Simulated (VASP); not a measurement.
Fe, 1 atom in the cell. Symmetry: Im-3m, No. 229, cubic system. The conventional cell has a = 2.863 Å, b = 2.863 Å, c = 2.863 Å, α = 90.00°, β = 90.00°, γ = 90.00°. Within 3.3 Å of Fe (site symmetry m-3m) lie 14 Fe at 2.48 to 2.86 Å. 

```yaml
Program: VASP 6.6.1
Task: single point
Functional: r2SCAN
Potentials_or_basis: VASP PAW PBE potentials, release 64 (Fe)
Cutoff: 520 eV
k_mesh: 15 × 15 × 15
Occupations: fermi-dirac, width 0.1 eV
Spin: collinear spin, ferromagnetic start
Starting_moments: "[3.6] μB"
Fixed_moment: 3.6 μB
Dipole_correction: no
Further_INCAR_settings: ALGO = Normal; EDIFF = 1e-06; NBANDS = 14
```

Potentials or basis: VASP PAW PBE potentials, release 64 (Fe).

Run with:

```console
$ cat potpaw_PBE.64/Fe/POTCAR > POTCAR
$ cp INCAR.step1 INCAR
$ mpirun -np 1 vasp_std > vasp.out
$ cp INCAR.step2 INCAR
$ mpirun -np 1 vasp_std > vasp.out
```

Hardware: 1 thread of AMD EPYC 7R43 64-Core Processor (Zen 3) (shared host).

Question: How long does it take, and how much memory?

Answer: Run time: 2.4 min on 1 thread of AMD EPYC 7R43 64-Core Processor (Zen 3), on a shared host, peak memory 0.11 GiB. Counts: k points 120.
